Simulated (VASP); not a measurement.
# CuI (Marshite) (F-43m) in VASP: further runs

CuI (Marshite) is run at these levels: LDA; tasks: single point.

Program: VASP 6.6.1. These are calculated values, not measurements. Logs are shortened: lines on timing, memory, paths and dates and some standing lists are left out, and cuts for length are marked.

### Step 1. The cell of the first run

It takes space group F-43m (No. 216, cubic). Conventional cell: a = 6.143 Å, b = 6.143 Å, c = 6.143 Å, α = 90.00°, β = 90.00°, γ = 90.00°. Within 3.5 Å of Cu (site symmetry -43m) lie 4 I at 2.66 Å. I (site symmetry -43m) has 4 Cu at 2.66 Å within 3.5 Å.

### Step 2. Single point, LDA

INCAR reads:

```
ALGO     = Normal         # electronic algorithm
EDIFF    = 1E-6           # SCF threshold, eV
ENCUT    = 600            # plane-wave cutoff, eV
GGA_COMPAT= F            
ISIF     = 2              # what is computed and relaxed
ISMEAR   = 0              # smearing method
LASPH    = T              # aspherical terms in the spheres
LCHARG   = F              # write CHGCAR
LREAL    = F              # projectors in reciprocal space
LWAVE    = F              # write WAVECAR
NBANDS   = 16             # bands
NELM     = 120            # most SCF steps
PREC     = Accurate       # precision mode
SIGMA    = 0.01           # smearing width, eV
```

KPOINTS reads:

```
k-points
0
Gamma
  6 6 6
```

POSCAR reads:

```
CuI
1.0
    0.0000000000      3.0713927327      3.0713927327
    3.0713927327      0.0000000000      3.0713927327
    3.0713927327      3.0713927327      0.0000000000
Cu I
1 1
Direct
    0.2500000000      0.2500000000      0.2500000000
    0.0000000000      0.0000000000      0.0000000000
```

Potentials or basis: VASP PAW LDA potentials, release 64 (Cu, I).

The run is started by

```console
$ cat potpaw_LDA.64/Cu/POTCAR potpaw_LDA.64/I/POTCAR > POTCAR
$ mpirun -np 1 vasp_std > vasp.out
```

OUTCAR:

```text
EDIFF = 1E-6
   ENCUT = 600
   ISIF = 2
   ISMEAR = 0
   LASPH = T
   LREAL = F
   NELM = 120
   PREC = Accurate

 ion  position               nearest neighbor table
   1  0.250  0.250  0.250-   2 2.66   2 2.66   2 2.66   2 2.66
   2  0.000  0.000  0.000-   1 2.66   1 2.66   1 2.66   1 2.66

  LATTYP: Found a face centered cubic cell.
 ALAT       =     6.1427854654

  Lattice vectors:

 A1 = (   0.0000000000,   3.0713927327,   3.0713927327)
 A2 = (   3.0713927327,   0.0000000000,   3.0713927327)
 A3 = (   3.0713927327,   3.0713927327,   0.0000000000)

Analysis of symmetry for initial positions (statically):
=====================================================================
 Subroutine PRICEL returns:
 Original cell was already a primitive cell.

 Routine SETGRP: Setting up the symmetry group for a
 face centered cubic supercell.

 Subroutine GETGRP returns: Found 24 space group operations
 (whereof 24 operations were pure point group operations)
 out of a pool of 48 trial point group operations.

The static configuration has the point symmetry T_d .

Analysis of symmetry for dynamics (positions and initial velocities):
=====================================================================
 Subroutine PRICEL returns:
 Original cell was already a primitive cell.

 Routine SETGRP: Setting up the symmetry group for a
 face centered cubic supercell.

 Subroutine GETGRP returns: Found 24 space group operations
 (whereof 24 operations were pure point group operations)
 out of a pool of 48 trial point group operations.

The dynamic configuration has the point symmetry T_d .

 Subroutine INISYM returns: Found 24 space group operations
 (whereof 24 operations are pure point group operations),
 and found     1 'primitive' translations

----------------------------------------------------------------------------------------

                                     Primitive cell

  volume of cell :      57.9477

  direct lattice vectors                    reciprocal lattice vectors
     0.000000000  3.071392733  3.071392733    -0.162792597  0.162792597  0.162792597
     3.071392733  0.000000000  3.071392733     0.162792597 -0.162792597  0.162792597
     3.071392733  3.071392733  0.000000000     0.162792597  0.162792597 -0.162792597

  length of vectors
     4.343605258  4.343605258  4.343605258     0.281965049  0.281965049  0.281965049

  position of ions in fractional coordinates (direct lattice)
     0.250000000  0.250000000  0.250000000
     0.000000000  0.000000000  0.000000000

  ion indices of the primitive-cell ions
   primitive index   ion index
                 1           1
                 2           2

----------------------------------------------------------------------------------------

 KPOINTS: k-points

Automatic generation of k-mesh.
 Grid dimensions read from file:
 generate k-points for:    6    6    6

 Generating k-lattice:

  Cartesian coordinates                     Fractional coordinates (reciprocal lattice)
    -0.027132100  0.027132100  0.027132100     0.166666667  0.000000000  0.000000000
     0.027132100 -0.027132100  0.027132100     0.000000000  0.166666667  0.000000000
     0.027132100  0.027132100 -0.027132100     0.000000000  0.000000000  0.166666667

  Length of vectors
     0.046994175  0.046994175  0.046994175

  Shift w.r.t. Gamma in fractional coordinates (k-lattice)
     0.000000000  0.000000000  0.000000000

 Subroutine IBZKPT returns following result:
 ===========================================

 Found     16 irreducible k-points:

 Following reciprocal coordinates:
            Coordinates               Weight
  0.000000  0.000000  0.000000      1.000000
  0.166667  0.000000  0.000000      8.000000
  0.333333  0.000000  0.000000      8.000000
  0.500000  0.000000  0.000000      4.000000
  0.166667  0.166667  0.000000      6.000000
  0.333333  0.166667  0.000000     24.000000
[... 8 lines left out ...]
 -0.333333  0.333333  0.166667     24.000000
 -0.333333  0.500000  0.166667     12.000000
   k-points           NKPTS =     16   k-points in BZ     NKDIM =     16   number of bands    NBANDS=     16
   number of dos      NEDOS =    301   number of ions     NIONS =      2
   total plane-waves  NPLWV =  46656
   dimension x,y,z NGX =    36 NGY =   36 NGZ =   36
   dimension x,y,z NGXF=    72 NGYF=   72 NGZF=   72
   ions per type =               1   1
   NGX,Y,Z   is equivalent  to a cutoff of  13.78, 13.78, 13.78 a.u.
   NGXF,Y,Z  is equivalent  to a cutoff of  27.56, 27.56, 27.56 a.u.
 SYSTEM =  unknown system
   PREC   = accura    normal or accurate (medium, high low for compatibility)
   ISTART =      0    job   : 0-new  1-cont  2-samecut
   ICHARG =      2    charge: 1-file 2-atom 10-const
   ISPIN  =      1    spin polarized calculation?
   LNONCOLLINEAR =      F non collinear calculations
   LSORBIT =      F    spin-orbit coupling
   LASPH  =      T    aspherical Exc in radial PAW
   ENCUT  =  600.0 eV  44.10 Ry    6.64 a.u.   8.68  8.68  8.68*2*pi/ulx,y,z
   NELM   =    120;   NELMIN=  2; NELMDL= -5     # of ELM steps
   EDIFF  = 0.1E-05   stopping-criterion for ELM
   LREAL  =      F    real-space projection
   EDIFFG = 0.1E-04   stopping-criterion for IOM
   NSW    =      0    number of steps for IOM
   IBRION =     -1    ionic relax: 0-MD 1-quasi-New 2-CG
   NFREE  =      0    steps in history (QN), initial steepest desc. (CG)
   ISIF   =      2    stress and relaxation
   ISYM   =      2    0-nonsym 1-usesym 2-fastsym
   POTIM  = 0.5000    time-step for ionic-motion
   TEBEG  =    0.0;   TEEND  =   0.0 temperature during run
   PSTRESS=    0.0 pullay stress
   NELECT =      18.0000    total number of electrons
   NUPDOWN=      -1.0000    fix difference up-down
   EMIN   =  10.00;   EMAX   =-10.00  energy-range for DOS
   EFERMI =   0.00;   METHOD = LEGACY
   ISMEAR =     0;   SIGMA  =   0.01  broadening in eV -4-tet -1-fermi 0-gaus
   EFERMI_NEDOS =   21; number of points for ismear=-14 and -15
   IALGO  =     38    algorithm
   IMIX   =      4    mixing-type and parameters
     AMIX     =   0.40;   BMIX     =  1.00
     AMIX_MAG =   1.60;   BMIX_MAG =  1.00
  volume/ion in A,a.u.               =      28.97       195.53
  Fermi-wavevector in a.u.,A,eV,Ry     =   1.108716  2.095169 16.724978  1.229251
  Thomas-Fermi vector in A             =   2.245247
   LORBIT       =      0    0 simple, 1 ext, 2 COOP (PROOUT), +10 PAW based schemes
   GGA     = CA    functional components
   LHFCALC =     F    Hartree Fock is set to
   AEXX    =    0.0000 exact exchange contribution
   IVDW    =     0    specifies the selected vdW correction
   LEPSILON=     F    determine dielectric tensor
   LRPA    =     F    only Hartree local field effects (RPA)
 non-spin polarized calculation
 Gauss-broadening in eV      SIGMA  =   0.01
  energy-cutoff  :      600.00
  volume of cell :       57.95
 maximum number of plane-waves:      1964
   NGX = 17   NGY = 17   NGZ = 17

 number of electron      18.0000010 magnetization

 Free energy of the ion-electron system (eV)
  ---------------------------------------------------
  ext. energy  EPLUGINS =         0.00000000
  ---------------------------------------------------
  free energy    TOTEN  =        -6.84786743 eV

  energy without entropy =       -6.84786743  energy(sigma->0) =       -6.84786743

 E-fermi :   3.8686     XC(G=0):  -9.1355

 val. band max:        3.7454214340   @ k =   0.0000   0.0000   0.0000
 cond. band min:       4.6436267105   @ k =   0.0000   0.0000   0.0000
 fundamental gap:      0.8982052764
 Fermi energy:         3.8685506036

 k-point     1 :       0.0000    0.0000    0.0000
  band No.  band energies     occupation
      1     -10.0360      2.00000
      2       0.2944      2.00000
      3       0.2944      2.00000
      4       0.2944      2.00000
      5       1.9829      2.00000
      6       1.9829      2.00000
[... 8 lines left out ...]
     15      13.3449      0.00000
     16      13.3449      0.00000

 k-point     2 :       0.1667    0.0000    0.0000
  band No.  band energies     occupation
      1      -9.9219      2.00000
      2      -0.1996      2.00000
      3       0.3036      2.00000
      4       0.3036      2.00000
      5       1.9749      2.00000
      6       1.9749      2.00000
[... 8 lines left out ...]
     15      12.4819      0.00000
     16      12.6726      0.00000

 k-point     3 :       0.3333    0.0000    0.0000
  band No.  band energies     occupation
      1      -9.6732      2.00000
      2      -1.1339      2.00000
      3       0.3158      2.00000
      4       0.3158      2.00000
      5       1.9846      2.00000
      6       1.9846      2.00000
[... 8 lines left out ...]
     15      12.9322      0.00000
     16      12.9322      0.00000

 k-point     4 :       0.5000    0.0000    0.0000
  band No.  band energies     occupation
      1      -9.5365      2.00000
      2      -1.5768      2.00000
      3       0.3182      2.00000
      4       0.3182      2.00000
      5       2.0082      2.00000
      6       2.0082      2.00000
[... 8 lines left out ...]
     15      14.5433      0.00000
     16      14.5433      0.00000
[... 172 lines left out ...]
 k-point    14 :       0.5000    0.3333    0.1667
  band No.  band energies     occupation
      1      -9.5025      2.00000
      2      -1.1550      2.00000
      3      -0.1579      2.00000
      4       0.2561      2.00000
      5       1.9275      2.00000
      6       1.9990      2.00000
[... 8 lines left out ...]
     15      14.5047      0.00000
     16      15.6270      0.00000

 k-point    15 :      -0.3333    0.3333    0.1667
  band No.  band energies     occupation
      1      -9.4095      2.00000
      2      -1.2001      2.00000
      3      -0.4386      2.00000
      4       0.2198      2.00000
      5       1.8993      2.00000
      6       1.9859      2.00000
[... 8 lines left out ...]
     15      14.6442      0.00000
     16      15.3995      0.00000

 k-point    16 :      -0.3333    0.5000    0.1667
  band No.  band energies     occupation
      1      -9.3657      2.00000
      2      -1.2932      2.00000
      3      -0.3038      2.00000
      4       0.1352      2.00000
      5       1.9400      2.00000
      6       1.9552      2.00000
[... 8 lines left out ...]
     15      15.1704      0.00000
     16      15.5474      0.00000

------------------------ aborting loop because EDIFF is reached ----------------------------------------

  FORCE on cell =-STRESS in cart. coord.  units (eV):
  Direction    XX          YY          ZZ          XY          YZ          ZX
  --------------------------------------------------------------------------------------
  -------------------------------------------------------------------------------------
  Total       -1.9520350     -1.9520350     -1.9520350      0.0000000      0.0000000      0.0000000
  in kB      -53.9712074    -53.9712074    -53.9712074      0.0000000      0.0000000      0.0000000
  external PRESSURE =     -53.9712074 kB  Pullay stress =       0.0000000 kB

 VOLUME and BASIS-vectors are now :
 -----------------------------------------------------------------------------
  energy-cutoff  :      600.00
  volume of cell :       57.95
      direct lattice vectors                 reciprocal lattice vectors
     0.000000000  3.071392733  3.071392733    -0.162792597  0.162792597  0.162792597
     3.071392733  0.000000000  3.071392733     0.162792597 -0.162792597  0.162792597
     3.071392733  3.071392733  0.000000000     0.162792597  0.162792597 -0.162792597

 POSITION                                       TOTAL-FORCE (eV/Angst)
 -----------------------------------------------------------------------------------
      1.53570      1.53570      1.53570         0.000000      0.000000      0.000000
      0.00000      0.00000      0.00000        -0.000000     -0.000000     -0.000000
 -----------------------------------------------------------------------------------
    total drift:                               -0.000000     -0.000000     -0.000000

  FREE ENERGIE OF THE ION-ELECTRON SYSTEM (eV)
  ---------------------------------------------------
  free  energy   TOTEN  =        -6.8478674321 eV

  energy  without entropy=       -6.8478674321  energy(sigma->0) =       -6.84786743
```

Run time: 31 s. Hardware: 1 thread of Intel Xeon 8259CL, shared host; peak memory 0.18 GiB.

What came out:

* Free energy: -6.8479 eV
* Pressure: -5.4 GPa
* Band gap on the k mesh: 0.90 eV, direct

Caveat: spin-orbit coupling is left out, which moves the levels of the heavy elements. Expect the measured gap to be larger: semilocal functionals such as LDA lack the derivative discontinuity.

### Step 3. Single point, LDA

This run uses another cell than the first one, of 30.09 Å³/atom, 1.038 times its volume.

INCAR reads:

```
SYSTEM = CuI
ALGO = Normal
EDIFF = 1E-6
ENCUT = 600
GGA_COMPAT = .False.
ISIF = 2
ISMEAR = 0
LASPH = .True.
LCHARG = .True.
LELF = .True.
LREAL = .False.
LVHAR = .True.
LWAVE = .False.
NBANDS = 16
NELM = 120
PREC = Accurate
SIGMA = 0.01
```

KPOINTS reads:

```
k-points
0
Gamma
  6 6 6
  0 0 0
```

POSCAR reads:

```
CuI
1.0
    0.0000000000      3.1102752494      3.1102752494
    3.1102752494      0.0000000000      3.1102752494
    3.1102752494      3.1102752494      0.0000000000
Cu I
1 1
Direct
    0.2500000000      0.2500000000      0.2500000000
    0.0000000000      0.0000000000      0.0000000000
```

Potentials or basis: VASP PAW LDA potentials, release 64 (Cu, I).

The run is started by

```console
$ cat potpaw_LDA.64/Cu/POTCAR potpaw_LDA.64/I/POTCAR > POTCAR
$ mpirun -np 1 vasp_std > vasp.out
```

OUTCAR:

```text
SYSTEM = CuI
   EDIFF = 1E-6
   ENCUT = 600
   ISIF = 2
   ISMEAR = 0
   LASPH = .True.
   LREAL = .False.
   NELM = 120
   PREC = Accurate

 ion  position               nearest neighbor table
   1  0.250  0.250  0.250-   2 2.69   2 2.69   2 2.69   2 2.69
   2  0.000  0.000  0.000-   1 2.69   1 2.69   1 2.69   1 2.69

  LATTYP: Found a face centered cubic cell.
 ALAT       =     6.2205504988

  Lattice vectors:

 A1 = (   0.0000000000,   3.1102752494,   3.1102752494)
[... 479 lines left out ...]
------------------------ aborting loop because EDIFF is reached ----------------------------------------

  FORCE on cell =-STRESS in cart. coord.  units (eV):
  Direction    XX          YY          ZZ          XY          YZ          ZX
  --------------------------------------------------------------------------------------
  -------------------------------------------------------------------------------------
  Total       -2.3511285     -2.3511285     -2.3511285      0.0000000     -0.0000000     -0.0000000
  in kB      -62.5980037    -62.5980037    -62.5980037      0.0000000     -0.0000000     -0.0000000
  external PRESSURE =     -62.5980037 kB  Pullay stress =       0.0000000 kB

 VOLUME and BASIS-vectors are now :
 -----------------------------------------------------------------------------
  energy-cutoff  :      600.00
  volume of cell :       60.18
      direct lattice vectors                 reciprocal lattice vectors
     0.000000000  3.110275249  3.110275249    -0.160757476  0.160757476  0.160757476
     3.110275249  0.000000000  3.110275249     0.160757476 -0.160757476  0.160757476
     3.110275249  3.110275249  0.000000000     0.160757476  0.160757476 -0.160757476

 POSITION                                       TOTAL-FORCE (eV/Angst)
 -----------------------------------------------------------------------------------
      1.55514      1.55514      1.55514        -0.000000     -0.000000     -0.000000
      0.00000      0.00000      0.00000         0.000000      0.000000      0.000000
 -----------------------------------------------------------------------------------
    total drift:                               -0.000000     -0.000000      0.000000

  FREE ENERGIE OF THE ION-ELECTRON SYSTEM (eV)
  ---------------------------------------------------
  free  energy   TOTEN  =        -6.7661406104 eV

  energy  without entropy=       -6.7661406104  energy(sigma->0) =       -6.76614061
```

OSZICAR:

```text
N       E                     dE             d eps       ncg     rms          rms(c)
DAV:   1     0.100330933843E+03    0.10033E+03   -0.82143E+03   512   0.134E+03
DAV:   2     0.215864446757E+00   -0.10012E+03   -0.91556E+02   552   0.249E+02
DAV:   3    -0.676086641820E+01   -0.69767E+01   -0.68546E+01   656   0.684E+01
DAV:   4    -0.697039921428E+01   -0.20953E+00   -0.20942E+00   632   0.107E+01
DAV:   5    -0.698289907257E+01   -0.12500E-01   -0.12500E-01   816   0.291E+00    0.489E+00
DAV:   6    -0.690472535591E+01    0.78174E-01   -0.25872E+00   560   0.429E+01    0.313E+00
DAV:   7    -0.677017687498E+01    0.13455E+00   -0.61091E-01   568   0.261E+01    0.149E+00
DAV:   8    -0.676850141367E+01    0.16755E-02   -0.35186E-02   792   0.274E+00    0.418E-01
DAV:   9    -0.676629454308E+01    0.22069E-02   -0.53954E-03   640   0.214E+00    0.231E-01
DAV:  10    -0.676621819981E+01    0.76343E-04   -0.48309E-04   824   0.272E-01    0.955E-02
DAV:  11    -0.676614664778E+01    0.71552E-04   -0.58454E-04   616   0.739E-01    0.341E-02
DAV:  12    -0.676614255467E+01    0.40931E-05   -0.66922E-05   776   0.152E-01    0.306E-02
DAV:  13    -0.676614111119E+01    0.14435E-05   -0.29900E-06   736   0.267E-02    0.110E-02
DAV:  14    -0.676614061042E+01    0.50078E-06   -0.11203E-06   376   0.318E-02
   1 F= -.67661406E+01 E0= -.67661406E+01  d E =-.222599E-68
```

It took 28 s on 1 thread of Intel Xeon 8259CL, shared host; peak memory 0.18 GiB.

Results:

| Item | Value |
| --- | --- |
| Free energy | -6.7661 eV |
| Pressure | -6.3 GPa |
| Band gap on the k mesh | 0.81 eV, direct |

Caveat: spin-orbit coupling is left out, which moves the levels of the heavy elements.
